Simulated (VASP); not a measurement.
# PtS2 in VASP: notebook

Runs on PtS2. Level: PBE+D3(BJ). Tasks: single point.

All numbers are computed with VASP 6.6.1; they aren't measurements. Logs are shortened: lines on timing, memory, paths and dates and some standing lists are left out, and cuts for length are marked.

### 1 The cell of the first run

The cell holds a slab with vacuum, 6 atoms: a = 3.541 Å, b = 3.541 Å, c = 22.467 Å, α = 90.00°, β = 90.00°, γ = 120.00°.

### 2 Single point, PBE+D3(BJ)

The input, INCAR:

```
PREC = Accurate
ENCUT = 520
EDIFF = 1E-6
ISMEAR = 0
SIGMA = 0.05
LREAL = False
LASPH = True
NELM = 80
ALGO = Normal
ISIF = 2
LWAVE = False
LCHARG = False
LDIPOL = True
IDIPOL = 3
DIPOL = 0.5 0.5 0.389
GGA = PE
IVDW = 12
NBANDS = 31
```

The input, KPOINTS:

```
Automatic mesh
0
Gamma
  9 9 1
```

The input, POSCAR:

```
PtS2
1.0
    3.5414384854      0.0000000000      0.0000000000
   -1.7707192427      3.0669756943      0.0000000000
    0.0000000000      0.0000000000     22.4671585948
S Pt
4 2
Direct
    0.6666666667      0.3333333333      0.2002923503
    0.3333333333      0.6666666667      0.3107004624
    0.3333333333      0.6666666667      0.4663642732
    0.0000000000      1.0000000000      0.5767734977
    0.0000000000      0.0000000000      0.2555735230
   -0.3333333333      0.3333333333      0.5214916887
```

Potentials or basis: VASP PAW PBE potentials, release 64 (S, Pt).

On the command line:

```bash
$ cat potpaw_PBE.64/S/POTCAR potpaw_PBE.64/Pt/POTCAR > POTCAR
$ mpirun -np 1 vasp_std > vasp.out
```

OUTCAR:

```text
PREC = Accurate
   ENCUT = 520
   EDIFF = 1E-6
   ISMEAR = 0
   LREAL = False
   LASPH = True
   NELM = 80
   ISIF = 2
   GGA = PE
   IVDW = 12
 IVDW          = 12

 ion  position               nearest neighbor table
   1  0.667  0.333  0.200-   5 2.39   5 2.39   5 2.39
   2  0.333  0.667  0.311-   5 2.39   5 2.39   5 2.39
   3  0.333  0.667  0.466-   6 2.39   6 2.39   6 2.39
   4  0.000  0.000  0.577-   6 2.39   6 2.39   6 2.39
   5  0.000  0.000  0.256-   2 2.39   2 2.39   2 2.39   1 2.39   1 2.39   1 2.39
   6  0.667  0.333  0.521-   3 2.39   3 2.39   3 2.39   4 2.39   4 2.39   4 2.39

  LATTYP: Found a hexagonal cell.
 ALAT       =     3.5414384854
 C/A-ratio  =     6.3440770431

  Lattice vectors:

 A1 = (   3.5414384854,   0.0000000000,   0.0000000000)
 A2 = (  -1.7707192427,   3.0669756943,   0.0000000000)
 A3 = (   0.0000000000,   0.0000000000,  22.4671585948)

Analysis of symmetry for initial positions (statically):
=====================================================================
 Subroutine PRICEL returns:
 Original cell was already a primitive cell.

 Routine SETGRP: Setting up the symmetry group for a
 hexagonal supercell.

 Subroutine GETGRP returns: Found 12 space group operations
 (whereof  6 operations were pure point group operations)
 out of a pool of 24 trial point group operations.

The static configuration has the point symmetry C_3v.
 The point group associated with its full space group is D_3d.

Analysis of symmetry for dynamics (positions and initial velocities):
=====================================================================
 Subroutine PRICEL returns:
 Original cell was already a primitive cell.

 Routine SETGRP: Setting up the symmetry group for a
 hexagonal supercell.

 Subroutine GETGRP returns: Found 12 space group operations
 (whereof  6 operations were pure point group operations)
 out of a pool of 24 trial point group operations.

The dynamic configuration has the point symmetry C_3v.
 The point group associated with its full space group is D_3d.

 Subroutine INISYM returns: Found 12 space group operations
 (whereof  6 operations are pure point group operations),
 and found     1 'primitive' translations

----------------------------------------------------------------------------------------

                                     Primitive cell

  volume of cell :     244.0272

[... 91 lines left out ...]
   POTIM  = 0.5000    time-step for ionic-motion
   TEBEG  =    0.0;   TEEND  =   0.0 temperature during run
   PSTRESS=    0.0 pullay stress
   NELECT =      44.0000    total number of electrons
   NUPDOWN=      -1.0000    fix difference up-down
   EMIN   =  10.00;   EMAX   =-10.00  energy-range for DOS
   EFERMI =   0.00;   METHOD = LEGACY
   ISMEAR =     0;   SIGMA  =   0.05  broadening in eV -4-tet -1-fermi 0-gaus
   EFERMI_NEDOS =   21; number of points for ismear=-14 and -15
   IALGO  =     38    algorithm
   IMIX   =      4    mixing-type and parameters
     AMIX     =   0.40;   BMIX     =  1.00
     AMIX_MAG =   1.60;   BMIX_MAG =  1.00
  volume/ion in A,a.u.               =      40.67       274.46
  Fermi-wavevector in a.u.,A,eV,Ry     =   0.924868  1.747747 11.638158  0.855380
  Thomas-Fermi vector in A             =   2.050660
   LORBIT       =      0    0 simple, 1 ext, 2 COOP (PROOUT), +10 PAW based schemes
   GGA     = PE    functional components
   LHFCALC =     F    Hartree Fock is set to
   AEXX    =    0.0000 exact exchange contribution
   IVDW    =    12    specifies the selected vdW correction
   LEPSILON=     F    determine dielectric tensor
   LRPA    =     F    only Hartree local field effects (RPA)
 non-spin polarized calculation
 Gauss-broadening in eV      SIGMA  =   0.05
  energy-cutoff  :      520.00
  volume of cell :      244.03
 maximum number of plane-waves:      6671
 NGX is ok and might be reduce to    28
   NGX = 13   NGY = 13   NGZ = 83

 dipolmoment           0.000000      0.000000      0.000030 electrons x Angstroem

 number of electron      44.0000001 magnetization

 dipolmoment           0.000000      0.000000     -0.000022 electrons x Angstroem

 Free energy of the ion-electron system (eV)
  ---------------------------------------------------
  ext. energy  EPLUGINS =         0.00000000
  ---------------------------------------------------
  free energy    TOTEN  =       -30.86592864 eV

  energy without entropy =      -30.86592864  energy(sigma->0) =      -30.86592864

 E-fermi :  -0.2711     XC(G=0):  -5.4750

 val. band max:       -0.5289569170   @ k =   0.1111   0.1111   0.0000
 cond. band min:       0.8452724693   @ k =   0.2222   0.0000   0.0000
 fundamental gap:      1.3742293863
 Fermi energy:        -0.2710829584

 k-point     1 :       0.0000    0.0000    0.0000
  band No.  band energies     occupation
      1     -14.9171      2.00000
      2     -14.8733      2.00000
      3     -12.7413      2.00000
      4     -12.6371      2.00000
      5      -6.3958      2.00000
      6      -6.3958      2.00000
[... 397 lines left out ...]
     30       7.8797      0.00000
     31       7.9830      0.00000

------------------------ aborting loop because EDIFF is reached ----------------------------------------

 vacuum level on the upper side and lower side of the slab       (xc-potential included)        -0.341        -0.335

 Edisp (eV)   -1.88111

 E8    (eV) :    -0.7794

  FORCE on cell =-STRESS in cart. coord.  units (eV):
  Direction    XX          YY          ZZ          XY          YZ          ZX
  --------------------------------------------------------------------------------------
  -------------------------------------------------------------------------------------
  Total      -0.29934    -0.29934    -0.17492     0.00000     0.00000     0.00000
  in kB      -1.96536    -1.96536    -1.14845     0.00000     0.00000     0.00000
  external pressure =       -1.69 kB  Pullay stress =        0.00 kB

 VOLUME and BASIS-vectors are now :
 -----------------------------------------------------------------------------
  energy-cutoff  :      520.00
  volume of cell :      244.03
      direct lattice vectors                 reciprocal lattice vectors
     3.541438485  0.000000000  0.000000000     0.282371134  0.163027050  0.000000000
    -1.770719243  3.066975694  0.000000000     0.000000000  0.326054100  0.000000000
     0.000000000  0.000000000 22.467158595     0.000000000  0.000000000  0.044509411

 POSITION                                       TOTAL-FORCE (eV/Angst)
 -----------------------------------------------------------------------------------
      1.77072      1.02233      4.50000         0.000000     -0.000000      0.039615
     -0.00000      2.04465      6.98056         0.000000     -0.000000     -0.039119
     -0.00000      2.04465     10.47788         0.000000      0.000000      0.039119
      0.00000      0.00000     12.95846        -0.000000      0.000000     -0.039615
      0.00000      0.00000      5.74201         0.000000      0.000000     -0.000013
      1.77072      1.02233     11.71644        -0.000000     -0.000000      0.000013
 -----------------------------------------------------------------------------------
    total drift:                               -0.000000      0.000000     -0.003393

  FREE ENERGIE OF THE ION-ELECTRON SYSTEM (eV)
  ---------------------------------------------------
  free  energy   TOTEN  =       -32.7470423572 eV

  energy  without entropy=      -32.7470423572  energy(sigma->0) =      -32.74704236

 vacuum level on the upper side and lower side of the slab         5.193         5.193
```

stdout:

```text
POSCAR found type information on POSCAR S Pt
 POSCAR found :  2 types and       6 ions
 scaLAPACK will be used
 LDA part: xc-table for (Slater+PW92), standard interpolation
 POSCAR, INCAR and KPOINTS ok, starting setup
 FFT: planning ... GRIDC
 FFT: planning ... GRID_SOFT
 FFT: planning ... GRID
 WAVECAR not read
 entering main loop
```

Wall time 2.2 min (1 thread of Intel Xeon Platinum 8259CL at 2.50GHz (Skylake/Cascade Lake), shared host); peak memory 0.39 GiB.

Results:

```yaml
Free_energy: -32.7470 eV
Largest_force: 0.040 eV/Å
Band_gap_on_the_k_mesh: 1.37 eV, indirect (least direct gap 1.48 eV)
Dispersion_energy_per_atom: -0.314 eV
```

Forces in eV/Å, atoms in the order of the input:
```
S    0.000  0.000  0.040
S    0.000  0.000 -0.039
S    0.000  0.000  0.039
S    0.000  0.000 -0.040
Pt   0.000  0.000  0.000
Pt   0.000  0.000  0.000
```

Caveat: spin-orbit coupling is left out, which moves the levels of the heavy elements.

### 3 Single point, PBE+D3(BJ)

The input, INCAR:

```
SYSTEM = PtS2
  PREC = Accurate
  ENCUT = 520
  EDIFF = 1E-6
  ISMEAR = 0
  SIGMA = 0.05
  LREAL = .FALSE.
  LASPH = .TRUE.
  NELM = 100
  ALGO = Normal
  ISIF = 2
  LWAVE = .FALSE.
  LCHARG = .FALSE.
  LDIPOL = .TRUE.
  IDIPOL = 3
  DIPOL = 0.5 0.5 0.363
  GGA = PE
  IVDW = 12
  NBANDS = 31
```

The input, KPOINTS:

```
regular mesh
0
G
  9 9 1
  0 0 0
```

The input, POSCAR:

```
PtS2
1.0
    3.5414384854      0.0000000000      0.0000000000
   -1.7707192427      3.0669756943      0.0000000000
    0.0000000000      0.0000000000     22.4671585948
S Pt
4 2
Direct
    0.6666666667      0.3333333333      0.2002923503
    0.3333333333      0.6666666667      0.3103328216
    0.6666666667      1.3333333333      0.4151969888
    0.3333333333      1.6666666667      0.5252364662
    0.0000000000      0.0000000000      0.2560266183
    0.0000000000      1.0000000000      0.4695025201
```

Potentials or basis: VASP PAW PBE potentials, release 64 (S, Pt).

On the command line:

```bash
$ cat potpaw_PBE.64/S/POTCAR potpaw_PBE.64/Pt/POTCAR > POTCAR
$ mpirun -np 1 vasp_std > vasp.out
```

OUTCAR:

```text
SYSTEM = PtS2
   PREC = Accurate
   ENCUT = 520
   EDIFF = 1E-6
   ISMEAR = 0
   LREAL = .FALSE.
   LASPH = .TRUE.
   NELM = 100
   ISIF = 2
   GGA = PE
   IVDW = 12
 IVDW          = 12

 ion  position               nearest neighbor table
   1  0.667  0.333  0.200-   5 2.40   5 2.40   5 2.40
   2  0.333  0.667  0.310-   5 2.38   5 2.38   5 2.38
   3  0.667  0.333  0.415-   6 2.38   6 2.38   6 2.38
   4  0.333  0.667  0.525-   6 2.40   6 2.40   6 2.40
   5  0.000  0.000  0.256-   2 2.38   2 2.38   2 2.38   1 2.40   1 2.40   1 2.40
   6  0.000  0.000  0.470-   3 2.38   3 2.38   3 2.38   4 2.40   4 2.40   4 2.40

  LATTYP: Found a hexagonal cell.
 ALAT       =     3.5414384854
 C/A-ratio  =     6.3440770431

  Lattice vectors:

 A1 = (   3.5414384854,   0.0000000000,   0.0000000000)
 A2 = (  -1.7707192427,   3.0669756943,   0.0000000000)
 A3 = (   0.0000000000,   0.0000000000,  22.4671585948)

Analysis of symmetry for initial positions (statically):
=====================================================================
 Subroutine PRICEL returns:
 Original cell was already a primitive cell.

 Routine SETGRP: Setting up the symmetry group for a
 hexagonal supercell.

 Subroutine GETGRP returns: Found 12 space group operations
 (whereof  6 operations were pure point group operations)
 out of a pool of 24 trial point group operations.

The static configuration has the point symmetry C_3v.
 The point group associated with its full space group is D_3d.

Analysis of symmetry for dynamics (positions and initial velocities):
=====================================================================
 Subroutine PRICEL returns:
 Original cell was already a primitive cell.

 Routine SETGRP: Setting up the symmetry group for a
 hexagonal supercell.

 Subroutine GETGRP returns: Found 12 space group operations
 (whereof  6 operations were pure point group operations)
 out of a pool of 24 trial point group operations.

The dynamic configuration has the point symmetry C_3v.
 The point group associated with its full space group is D_3d.

 Subroutine INISYM returns: Found 12 space group operations
 (whereof  6 operations are pure point group operations),
 and found     1 'primitive' translations

----------------------------------------------------------------------------------------

                                     Primitive cell

  volume of cell :     244.0272

  direct lattice vectors                    reciprocal lattice vectors
     3.541438485  0.000000000  0.000000000     0.282371134  0.163027050  0.000000000
    -1.770719243  3.066975694  0.000000000     0.000000000  0.326054100  0.000000000
     0.000000000  0.000000000 22.467158595     0.000000000  0.000000000  0.044509411

  length of vectors
     3.541438485  3.541438485 22.467158595     0.326054100  0.326054100  0.044509411

  position of ions in fractional coordinates (direct lattice)
     0.666666667  0.333333333  0.200292350
     0.333333333  0.666666667  0.310332822
     0.666666667  0.333333333  0.415196989
     0.333333333  0.666666667  0.525236466
     0.000000000  0.000000000  0.256026618
     0.000000000  0.000000000  0.469502520

  ion indices of the primitive-cell ions
   primitive index   ion index
                 1           1
                 2           2
                 3           3
                 4           4
[... 43 lines left out ...]
   k-points           NKPTS =     12   k-points in BZ     NKDIM =     12   number of bands    NBANDS=     31
   number of dos      NEDOS =    301   number of ions     NIONS =      6
   total plane-waves  NPLWV = 131712
   dimension x,y,z NGX =    28 NGY =   28 NGZ =  168
   dimension x,y,z NGXF=    56 NGYF=   56 NGZF=  336
   ions per type =               4   2
   NGX,Y,Z   is equivalent  to a cutoff of  13.14, 13.14, 12.43 a.u.
   NGXF,Y,Z  is equivalent  to a cutoff of  26.29, 26.29, 24.86 a.u.
 SYSTEM =  PtS2
   PREC   = accura    normal or accurate (medium, high low for compatibility)
   ISTART =      0    job   : 0-new  1-cont  2-samecut
   ICHARG =      2    charge: 1-file 2-atom 10-const
   ISPIN  =      1    spin polarized calculation?
   LNONCOLLINEAR =      F non collinear calculations
   LSORBIT =      F    spin-orbit coupling
   LASPH  =      T    aspherical Exc in radial PAW
   ENCUT  =  520.0 eV  38.22 Ry    6.18 a.u.   6.58  6.58 41.77*2*pi/ulx,y,z
   NELM   =    100;   NELMIN=  2; NELMDL= -5     # of ELM steps
   EDIFF  = 0.1E-05   stopping-criterion for ELM
   LREAL  =      F    real-space projection
   EDIFFG = 0.1E-04   stopping-criterion for IOM
   NSW    =      0    number of steps for IOM
   IBRION =     -1    ionic relax: 0-MD 1-quasi-New 2-CG
   NFREE  =      0    steps in history (QN), initial steepest desc. (CG)
   ISIF   =      2    stress and relaxation
   ISYM   =      2    0-nonsym 1-usesym 2-fastsym
   POTIM  = 0.5000    time-step for ionic-motion
   TEBEG  =    0.0;   TEEND  =   0.0 temperature during run
   PSTRESS=    0.0 pullay stress
   NELECT =      44.0000    total number of electrons
   NUPDOWN=      -1.0000    fix difference up-down
   EMIN   =  10.00;   EMAX   =-10.00  energy-range for DOS
   EFERMI =   0.00;   METHOD = LEGACY
   ISMEAR =     0;   SIGMA  =   0.05  broadening in eV -4-tet -1-fermi 0-gaus
   EFERMI_NEDOS =   21; number of points for ismear=-14 and -15
   IALGO  =     38    algorithm
   IMIX   =      4    mixing-type and parameters
     AMIX     =   0.40;   BMIX     =  1.00
     AMIX_MAG =   1.60;   BMIX_MAG =  1.00
  volume/ion in A,a.u.               =      40.67       274.46
  Fermi-wavevector in a.u.,A,eV,Ry     =   0.924868  1.747747 11.638158  0.855380
  Thomas-Fermi vector in A             =   2.050660
   LORBIT       =      0    0 simple, 1 ext, 2 COOP (PROOUT), +10 PAW based schemes
   GGA     = PE    functional components
   LHFCALC =     F    Hartree Fock is set to
   AEXX    =    0.0000 exact exchange contribution
   IVDW    =    12    specifies the selected vdW correction
   LEPSILON=     F    determine dielectric tensor
   LRPA    =     F    only Hartree local field effects (RPA)
 non-spin polarized calculation
 Gauss-broadening in eV      SIGMA  =   0.05
  energy-cutoff  :      520.00
  volume of cell :      244.03
 maximum number of plane-waves:      6671
 NGX is ok and might be reduce to    28
   NGX = 13   NGY = 13   NGZ = 83

 number of electron      44.0000000 magnetization

 dipolmoment           0.000000      0.000000     -0.000076 electrons x Angstroem

 Free energy of the ion-electron system (eV)
  ---------------------------------------------------
  ext. energy  EPLUGINS =         0.00000000
  ---------------------------------------------------
  free energy    TOTEN  =       -30.77601395 eV

  energy without entropy =      -30.77601395  energy(sigma->0) =      -30.77601395

 E-fermi :   0.2562     XC(G=0):  -5.2946

 val. band max:       -0.0066160899   @ k =   0.1111   0.0000   0.0000
 cond. band min:       0.8959610545   @ k =   0.2222   0.0000   0.0000
 fundamental gap:      0.9025771445
 Fermi energy:         0.2562009322

 k-point     1 :       0.0000    0.0000    0.0000
  band No.  band energies     occupation
      1     -15.2104      2.00000
      2     -14.8292      2.00000
      3     -13.0597      2.00000
      4     -12.4540      2.00000
      5      -6.6988      2.00000
      6      -6.4763      2.00000
[... 397 lines left out ...]
     30       8.0956      0.00000
     31       8.1685      0.00000

------------------------ aborting loop because EDIFF is reached ----------------------------------------

 vacuum level on the upper side and lower side of the slab       (xc-potential included)        -0.260        -0.263

 Edisp (eV)   -2.14342

 E8    (eV) :    -0.8919

  FORCE on cell =-STRESS in cart. coord.  units (eV):
  Direction    XX          YY          ZZ          XY          YZ          ZX
  --------------------------------------------------------------------------------------
  -------------------------------------------------------------------------------------
  Total       0.44292     0.44292    -0.23988     0.00000     0.00000     0.00000
  in kB       2.90799     2.90799    -1.57496     0.00000     0.00000     0.00000
  external pressure =        1.41 kB  Pullay stress =        0.00 kB

 VOLUME and BASIS-vectors are now :
 -----------------------------------------------------------------------------
  energy-cutoff  :      520.00
  volume of cell :      244.03
      direct lattice vectors                 reciprocal lattice vectors
     3.541438485  0.000000000  0.000000000     0.282371134  0.163027050  0.000000000
    -1.770719243  3.066975694  0.000000000     0.000000000  0.326054100  0.000000000
     0.000000000  0.000000000 22.467158595     0.000000000  0.000000000  0.044509411

 POSITION                                       TOTAL-FORCE (eV/Angst)
 -----------------------------------------------------------------------------------
      1.77072      1.02233      4.50000        -0.000000     -0.000000      0.041173
     -0.00000      2.04465      6.97230         0.000000     -0.000000     -0.040633
      1.77072      1.02233      9.32830        -0.000000     -0.000000      0.040633
     -0.00000      2.04465     11.80057         0.000000      0.000000     -0.041173
      0.00000      0.00000      5.75219        -0.000000     -0.000000     -0.006756
      0.00000      0.00000     10.54839         0.000000     -0.000000      0.006756
 -----------------------------------------------------------------------------------
    total drift:                                0.000000     -0.000000     -0.008467

  FREE ENERGIE OF THE ION-ELECTRON SYSTEM (eV)
  ---------------------------------------------------
  free  energy   TOTEN  =       -32.9194379561 eV

  energy  without entropy=      -32.9194379561  energy(sigma->0) =      -32.91943796

 vacuum level on the upper side and lower side of the slab         5.272         5.272
```

Wall time 2.9 min (1 thread of Intel Xeon Platinum 8259CL at 2.50GHz (Skylake/Cascade Lake), shared host); peak memory 0.38 GiB.

What came out:

| Item | Value |
| --- | --- |
| Free energy | -32.9194 eV |
| Largest force | 0.041 eV/Å |
| Band gap on the k mesh | 0.90 eV, indirect (least direct gap 1.21 eV) |
| Dispersion energy per atom | -0.357 eV |

Forces on the atoms (eV/Å):
```
S    0.000  0.000  0.041
S    0.000  0.000 -0.041
S    0.000  0.000  0.041
S    0.000  0.000 -0.041
Pt   0.000  0.000 -0.007
Pt   0.000  0.000  0.007
```

Caveat: spin-orbit coupling is left out, which moves the levels of the heavy elements.

(Continued in part 2 of 2.)
